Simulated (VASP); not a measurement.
# Co3Si8 in VASP: further runs

The runs below take Co3Si8 through single point, with PBEsol.

Program: VASP 6.6.1. These are calculated values, not measurements. Logs are shortened: lines on timing, memory, paths and dates and some standing lists are left out, and cuts for length are marked.

### 1 The cell of the first run

The cell holds a slab with vacuum, 11 atoms: a = 3.757 Å, b = 3.757 Å, c = 25.735 Å, α = 90.00°, β = 90.00°, γ = 120.00°.

### 2 Single point, PBEsol

INCAR

```
PREC = Accurate
ENCUT = 520
EDIFF = 1E-7
ISMEAR = 0
SIGMA = 0.1
LREAL = False
LASPH = True
NELM = 100
ALGO = Normal
ISIF = 2
LWAVE = False
LCHARG = True
LDIPOL = True
IDIPOL = 3
DIPOL = 0.5 0.5 0.500
GGA = PS
LELF = True
LVHAR = True
LVACPOTAV = True
NBANDS = 40
```

KPOINTS

```
regular mesh
0
Gamma
  9 9 1
```

POSCAR

```
Co3Si8
1.0
    3.7565102939      0.0000000000      0.0000000000
   -1.8782551469      3.2532333441      0.0000000000
    0.0000000000      0.0000000000     25.7351223391
Si Co
8 3
Direct
    0.6666666667      0.3333333333      0.2914305167
    0.0000000000      0.0000000000      0.3510217976
    0.3333333333      0.6666666667      0.4106130786
    0.6666666667      0.3333333333      0.4702043595
    0.0000000000      0.0000000000      0.5297956405
    0.3333333333      0.6666666667      0.5893869214
    0.6666666667      0.3333333333      0.6489782024
    0.0000000000      0.0000000000      0.7085694833
    0.6666666667      0.3333333333      0.3808174381
    0.3333333333      0.6666666667      0.5000000000
    0.0000000000      0.0000000000      0.6191825619
```

Potentials or basis: VASP PAW PBE potentials, release 64 (Si, Co).

On the command line:

```sh
$ cat potpaw_PBE.64/Si/POTCAR potpaw_PBE.64/Co/POTCAR > POTCAR
$ mpirun -np 1 vasp_std > vasp.out
```

OUTCAR:

```text
PREC = Accurate
   ENCUT = 520
   EDIFF = 1E-7
   ISMEAR = 0
   LREAL = False
   LASPH = True
   NELM = 100
   ISIF = 2
   GGA = PS

 ion  position               nearest neighbor table
   1  0.667  0.333  0.291-   9 2.30   2 2.66   2 2.66   2 2.66
   2  0.000  0.000  0.351-   9 2.30   9 2.30   9 2.30   1 2.66   1 2.66   1 2.66   3 2.66   3 2.66
                             3 2.66
   3  0.333  0.667  0.411-  10 2.30   9 2.30   9 2.30   9 2.30   4 2.66   4 2.66   4 2.66   2 2.66
                             2 2.66   2 2.66
   4  0.667  0.333  0.470-   9 2.30  10 2.30  10 2.30  10 2.30   3 2.66   3 2.66   3 2.66   5 2.66
                             5 2.66   5 2.66
   5  0.000  0.000  0.530-  11 2.30  10 2.30  10 2.30  10 2.30   6 2.66   6 2.66   6 2.66   4 2.66
                             4 2.66   4 2.66
   6  0.333  0.667  0.589-  10 2.30  11 2.30  11 2.30  11 2.30   5 2.66   5 2.66   5 2.66   7 2.66
                             7 2.66   7 2.66
   7  0.667  0.333  0.649-  11 2.30  11 2.30  11 2.30   8 2.66   8 2.66   8 2.66   6 2.66   6 2.66
                             6 2.66
   8  0.000  0.000  0.709-  11 2.30   7 2.66   7 2.66   7 2.66
   9  0.667  0.333  0.381-   4 2.30   1 2.30   2 2.30   3 2.30   3 2.30   2 2.30   2 2.30   3 2.30

  10  0.333  0.667  0.500-   3 2.30   6 2.30   5 2.30   4 2.30   4 2.30   5 2.30   5 2.30   4 2.30

  11  0.000  0.000  0.619-   5 2.30   8 2.30   6 2.30   7 2.30   6 2.30   7 2.30   6 2.30   7 2.30

  LATTYP: Found a hexagonal cell.
 ALAT       =     3.7565102939
 C/A-ratio  =     6.8508057547

  Lattice vectors:

 A1 = (   3.7565102939,   0.0000000000,   0.0000000000)
 A2 = (  -1.8782551469,   3.2532333441,   0.0000000000)
 A3 = (   0.0000000000,   0.0000000000,  25.7351223391)

Analysis of symmetry for initial positions (statically):
=====================================================================
 Subroutine PRICEL returns:
 Original cell was already a primitive cell.

 Routine SETGRP: Setting up the symmetry group for a
 hexagonal supercell.

 Subroutine GETGRP returns: Found 12 space group operations
 (whereof  6 operations were pure point group operations)
 out of a pool of 24 trial point group operations.

The static configuration has the point symmetry C_3v.
 The point group associated with its full space group is D_3d.

Analysis of symmetry for dynamics (positions and initial velocities):
=====================================================================
 Subroutine PRICEL returns:
 Original cell was already a primitive cell.

 Routine SETGRP: Setting up the symmetry group for a
 hexagonal supercell.
[... 123 lines left out ...]
   NUPDOWN=      -1.0000    fix difference up-down
   EMIN   =  10.00;   EMAX   =-10.00  energy-range for DOS
[... 5 lines left out ...]
     AMIX     =   0.40;   BMIX     =  1.00
     AMIX_MAG =   1.60;   BMIX_MAG =  1.00
  volume/ion in A,a.u.               =      28.59       192.94
  Fermi-wavevector in a.u.,A,eV,Ry     =   0.937167  1.770988 11.949743  0.878281
  Thomas-Fermi vector in A             =   2.064250
   LORBIT       =      0    0 simple, 1 ext, 2 COOP (PROOUT), +10 PAW based schemes
   GGA     = PS    functional components
   LHFCALC =     F    Hartree Fock is set to
   AEXX    =    0.0000 exact exchange contribution
   IVDW    =     0    specifies the selected vdW correction
   LEPSILON=     F    determine dielectric tensor
   LRPA    =     F    only Hartree local field effects (RPA)
 non-spin polarized calculation
 Gauss-broadening in eV      SIGMA  =   0.10
  energy-cutoff  :      520.00
  volume of cell :      314.50
 maximum number of plane-waves:      8513
 NGX is ok and might be reduce to    28
   NGX = 13   NGY = 13   NGZ = 95

 dipolmoment           0.000000      0.000000      0.000000 electrons x Angstroem

 number of electron      58.9999999 magnetization

 dipolmoment           0.000000      0.000000     -0.000000 electrons x Angstroem

 Free energy of the ion-electron system (eV)
  ---------------------------------------------------
  ext. energy  EPLUGINS =         0.00000000
  ---------------------------------------------------
  free energy    TOTEN  =       -71.41868757 eV

  energy without entropy =      -71.38755218  energy(sigma->0) =      -71.40311988

 E-fermi :   1.6128     XC(G=0):  -6.1923

 val. band max:        1.5699957856   @ k =   0.3333   0.0000   0.0000
 cond. band min:       1.6219790508   @ k =   0.2222   0.2222   0.0000
 fundamental gap:      0.0519832653
 Fermi energy:         1.6127534078

 k-point     1 :       0.0000    0.0000    0.0000
  band No.  band energies     occupation
      1     -11.4049      2.00000
      2     -10.6980      2.00000
      3      -9.5355      2.00000
      4      -7.8149      2.00000
      5      -6.5182      2.00000
      6      -4.9012      2.00000
[... 505 lines left out ...]
     39       6.8304      0.00000
     40       6.8304      0.00000

------------------------ aborting loop because EDIFF is reached ----------------------------------------

  FORCE on cell =-STRESS in cart. coord.  units (eV):
  Direction    XX          YY          ZZ          XY          YZ          ZX
  --------------------------------------------------------------------------------------
  -------------------------------------------------------------------------------------
  Total       -3.3398158     -3.3398158      1.0989068     -0.0000000      0.0000000      0.0000000
  in kB      -17.0140250    -17.0140250      5.5981612     -0.0000000      0.0000000      0.0000000
  external PRESSURE =      -9.4766296 kB  Pullay stress =       0.0000000 kB

 VOLUME and BASIS-vectors are now :
 -----------------------------------------------------------------------------
  energy-cutoff  :      520.00
  volume of cell :      314.50
      direct lattice vectors                 reciprocal lattice vectors
     3.756510294  0.000000000  0.000000000     0.266204515  0.153693248  0.000000000
    -1.878255147  3.253233344  0.000000000     0.000000000  0.307386497  0.000000000
     0.000000000  0.000000000 25.735122339     0.000000000  0.000000000  0.038857402

 POSITION                                       TOTAL-FORCE (eV/Angst)
 -----------------------------------------------------------------------------------
      1.87826      1.08441      7.50000         0.000000      0.000000      0.137154
      0.00000      0.00000      9.03359         0.000000      0.000000     -0.487773
     -0.00000      2.16882     10.56718         0.000000      0.000000      0.409206
      1.87826      1.08441     12.10077        -0.000000      0.000000      0.043315
      0.00000      0.00000     13.63436        -0.000000      0.000000     -0.043315
     -0.00000      2.16882     15.16794        -0.000000     -0.000000     -0.409206
      1.87826      1.08441     16.70153        -0.000000     -0.000000      0.487773
      0.00000      0.00000     18.23512        -0.000000     -0.000000     -0.137154
      1.87826      1.08441      9.80038        -0.000000      0.000000     -0.129431
     -0.00000      2.16882     12.86756         0.000000     -0.000000     -0.000000
      0.00000      0.00000     15.93474         0.000000     -0.000000      0.129431
 -----------------------------------------------------------------------------------
    total drift:                                0.000000     -0.000000     -0.000034

  FREE ENERGIE OF THE ION-ELECTRON SYSTEM (eV)
  ---------------------------------------------------
  free  energy   TOTEN  =       -71.4186875729 eV

  energy  without entropy=      -71.3875521778  energy(sigma->0) =      -71.40311988

 vacuum level on the upper side and lower side of the slab         7.115         7.115
```

Wall time 4.2 min (1 thread of Intel Xeon Platinum 8488C (Sapphire Rapids), shared host); peak memory 0.43 GiB.

Results:

| Quantity | Value |
| --- | --- |
| Free energy | -71.4187 eV |
| Largest force | 0.488 eV/Å |

Forces in eV/Å, atoms in the order of the input:
```
Si   0.000  0.000  0.137
Si   0.000  0.000 -0.488
Si   0.000  0.000  0.409
Si   0.000  0.000  0.043
Si   0.000  0.000 -0.043
Si   0.000  0.000 -0.409
Si   0.000  0.000  0.488
Si   0.000  0.000 -0.137
Co   0.000  0.000 -0.129
Co   0.000  0.000  0.000
Co   0.000  0.000  0.129
```

Caveat: the PAW data sets were made with another functional, which shifts forces and pressure a little. Spin polarisation is off, so any magnetic state and its effect on volume and gap are missing.

### 3 Single point, PBEsol

INCAR

```
SYSTEM = Co3Si8
  PREC = Accurate
  ENCUT = 520
  EDIFF = 1E-6
  ISMEAR = 0
  SIGMA = 0.1
  LREAL = .False.
  LASPH = .True.
  NELM = 100
  ALGO = Normal
  ISIF = 2
  LWAVE = .False.
  LCHARG = .True.
  LDIPOL = .True.
  IDIPOL = 3
  DIPOL = 0.5 0.5 0.500
  GGA = PS
  LELF = .True.
  LVHAR = .True.
  LVACPOTAV = .True.
  NBANDS = 40
```

KPOINTS

```
Automatic mesh
0
Gamma
  9 9 1
  0 0 0
```

POSCAR

```
Co3Si8
1.0
    3.7565102939      0.0000000000      0.0000000000
   -1.8782551469      3.2532333441      0.0000000000
    0.0000000000      0.0000000000     25.7351223391
Si Co
8 3
Direct
    0.6666666667      0.3333333333      0.2898890968
    0.0000000000      0.0000000000      0.3458850975
    0.3333333333      0.6666666667      0.4112553181
    0.6666666667      0.3333333333      0.4690670623
    0.0000000000      0.0000000000      0.5309329361
    0.3333333333      0.6666666667      0.5887446838
    0.6666666667      0.3333333333      0.6541149078
    0.0000000000      0.0000000000      0.7101108990
    0.6666666667      0.3333333333      0.3791602547
    0.3333333333      0.6666666667      0.4999999997
    0.0000000000      0.0000000000      0.6208397444
```

Potentials or basis: VASP PAW PBE potentials, release 64 (Si, Co).

On the command line:

```sh
$ cat potpaw_PBE.64/Si/POTCAR potpaw_PBE.64/Co/POTCAR > POTCAR
$ mpirun -np 1 vasp_std > vasp.out
```

OUTCAR:

```text
SYSTEM = Co3Si8
   PREC = Accurate
   ENCUT = 520
   EDIFF = 1E-6
   ISMEAR = 0
   LREAL = .False.
   LASPH = .True.
   NELM = 100
   ISIF = 2
   GGA = PS

 ion  position               nearest neighbor table
   1  0.667  0.333  0.290-   9 2.30   2 2.60   2 2.60   2 2.60
   2  0.000  0.000  0.346-   9 2.33   9 2.33   9 2.33   1 2.60   1 2.60   1 2.60   3 2.74   3 2.74
                             3 2.74
   3  0.333  0.667  0.411-  10 2.28   9 2.32   9 2.32   9 2.32   4 2.63   4 2.63   4 2.63   2 2.74
                             2 2.74   2 2.74
   4  0.667  0.333  0.469-  10 2.31  10 2.31  10 2.31   9 2.31   3 2.63   3 2.63   3 2.63   5 2.69
                             5 2.69   5 2.69
   5  0.000  0.000  0.531-  10 2.31  10 2.31  10 2.31  11 2.31   6 2.63   6 2.63   6 2.63   4 2.69
                             4 2.69   4 2.69
   6  0.333  0.667  0.589-  10 2.28  11 2.32  11 2.32  11 2.32   5 2.63   5 2.63   5 2.63   7 2.74
                             7 2.74   7 2.74
   7  0.667  0.333  0.654-  11 2.33  11 2.33  11 2.33   8 2.60   8 2.60   8 2.60   6 2.74   6 2.74
                             6 2.74
   8  0.000  0.000  0.710-  11 2.30   7 2.60   7 2.60   7 2.60
   9  0.667  0.333  0.379-   1 2.30   4 2.31   3 2.32   3 2.32   3 2.32   2 2.33   2 2.33   2 2.33

  10  0.333  0.667  0.500-   3 2.28   6 2.28   5 2.31   5 2.31   5 2.31   4 2.31   4 2.31   4 2.31

  11  0.000  0.000  0.621-   8 2.30   5 2.31   6 2.32   6 2.32   6 2.32   7 2.33   7 2.33   7 2.33

  LATTYP: Found a hexagonal cell.
 ALAT       =     3.7565102939
 C/A-ratio  =     6.8508057547

  Lattice vectors:

 A1 = (   3.7565102939,   0.0000000000,   0.0000000000)
 A2 = (  -1.8782551469,   3.2532333441,   0.0000000000)
 A3 = (   0.0000000000,   0.0000000000,  25.7351223391)

Analysis of symmetry for initial positions (statically):
=====================================================================
 Subroutine PRICEL returns:
 Original cell was already a primitive cell.

 Routine SETGRP: Setting up the symmetry group for a
 hexagonal supercell.

 Subroutine GETGRP returns: Found 12 space group operations
 (whereof  6 operations were pure point group operations)
 out of a pool of 24 trial point group operations.

[... 161 lines left out ...]

 number of electron      59.0000007 magnetization

 dipolmoment           0.000000      0.000000      0.000001 electrons x Angstroem

 Free energy of the ion-electron system (eV)
  ---------------------------------------------------
  ext. energy  EPLUGINS =         0.00000000
  ---------------------------------------------------
  free energy    TOTEN  =       -71.48720479 eV

  energy without entropy =      -71.45918198  energy(sigma->0) =      -71.47319339

 E-fermi :   1.5772     XC(G=0):  -6.2216

 val. band max:        1.5352583243   @ k =   0.2222   0.2222   0.0000
 cond. band min:       1.5850066658   @ k =   0.2222   0.0000   0.0000
 fundamental gap:      0.0497483414
 Fermi energy:         1.5772250919

 k-point     1 :       0.0000    0.0000    0.0000
  band No.  band energies     occupation
      1     -11.3152      2.00000
      2     -10.5472      2.00000
      3      -9.5140      2.00000
      4      -8.0083      2.00000
      5      -6.5214      2.00000
      6      -4.8523      2.00000
[... 505 lines left out ...]
     39       6.8030      0.00000
     40       6.8888      0.00000

------------------------ aborting loop because EDIFF is reached ----------------------------------------

  FORCE on cell =-STRESS in cart. coord.  units (eV):
  Direction    XX          YY          ZZ          XY          YZ          ZX
  --------------------------------------------------------------------------------------
  -------------------------------------------------------------------------------------
  Total       -5.5050555     -5.5050555      0.0551506     -0.0000000     -0.0000000     -0.0000000
  in kB      -28.0444062    -28.0444062      0.2809540     -0.0000000     -0.0000000     -0.0000000
  external PRESSURE =     -18.6026195 kB  Pullay stress =       0.0000000 kB

 VOLUME and BASIS-vectors are now :
 -----------------------------------------------------------------------------
  energy-cutoff  :      520.00
  volume of cell :      314.50
      direct lattice vectors                 reciprocal lattice vectors
     3.756510294  0.000000000  0.000000000     0.266204515  0.153693248  0.000000000
    -1.878255147  3.253233344  0.000000000     0.000000000  0.307386497  0.000000000
     0.000000000  0.000000000 25.735122339     0.000000000  0.000000000  0.038857402

 POSITION                                       TOTAL-FORCE (eV/Angst)
 -----------------------------------------------------------------------------------
      1.87826      1.08441      7.46033        -0.000000      0.000000     -0.001389
      0.00000      0.00000      8.90140         0.000000     -0.000000     -0.011686
     -0.00000      2.16882     10.58371         0.000000      0.000000     -0.013139
      1.87826      1.08441     12.07150         0.000000     -0.000000     -0.001919
      0.00000      0.00000     13.66362        -0.000000      0.000000      0.001919
     -0.00000      2.16882     15.15142        -0.000000     -0.000000      0.013139
      1.87826      1.08441     16.83373        -0.000000      0.000000      0.011686
      0.00000      0.00000     18.27479         0.000000      0.000000      0.001389
      1.87826      1.08441      9.75774         0.000000     -0.000000      0.015356
     -0.00000      2.16882     12.86756        -0.000000     -0.000000      0.000000
      0.00000      0.00000     15.97739         0.000000     -0.000000     -0.015356
 -----------------------------------------------------------------------------------
    total drift:                                0.000000      0.000000      0.000037

  FREE ENERGIE OF THE ION-ELECTRON SYSTEM (eV)
  ---------------------------------------------------
  free  energy   TOTEN  =       -71.4872047924 eV

  energy  without entropy=      -71.4591819815  energy(sigma->0) =      -71.47319339

 vacuum level on the upper side and lower side of the slab         7.134         7.134
```

OSZICAR:

```text
N       E                     dE             d eps       ncg     rms          rms(c)
DAV:   1     0.378363921452E+03    0.37836E+03   -0.22587E+04   960   0.125E+03
DAV:   2    -0.417081893178E+02   -0.42007E+03   -0.40243E+03  1064   0.294E+02
DAV:   3    -0.754904820529E+02   -0.33782E+02   -0.32932E+02  1184   0.107E+02
[... 22 lines left out ...]
DAV:  26    -0.714871897372E+02   -0.86877E-05   -0.37708E-07   776   0.622E-03    0.435E-03
DAV:  27    -0.714871983931E+02   -0.86559E-05   -0.23592E-07   712   0.559E-03    0.246E-03
DAV:  28    -0.714872014116E+02   -0.30184E-05   -0.15416E-07   688   0.346E-03    0.185E-03
DAV:  29    -0.714872044344E+02   -0.30228E-05   -0.13372E-07   664   0.341E-03    0.614E-04
DAV:  30    -0.714872047924E+02   -0.35799E-06   -0.31594E-08   664   0.131E-03
   1 F= -.71487205E+02 E0= -.71473193E+02  d E =-.280228E-01
```

Wall time 4 min (1 thread of Intel Xeon Platinum 8488C (Sapphire Rapids), shared host); peak memory 0.41 GiB.

What came out:

- Free energy: -71.4872 eV
- Largest force: 0.015 eV/Å

Forces on the atoms (eV/Å):
```
Si   0.000  0.000 -0.001
Si   0.000  0.000 -0.012
Si   0.000  0.000 -0.013
Si   0.000  0.000 -0.002
Si   0.000  0.000  0.002
Si   0.000  0.000  0.013
Si   0.000  0.000  0.012
Si   0.000  0.000  0.001
Co   0.000  0.000  0.015
Co   0.000  0.000  0.000
Co   0.000  0.000 -0.015
```

Caveat: the PAW data sets were made with another functional, which shifts forces and pressure a little.
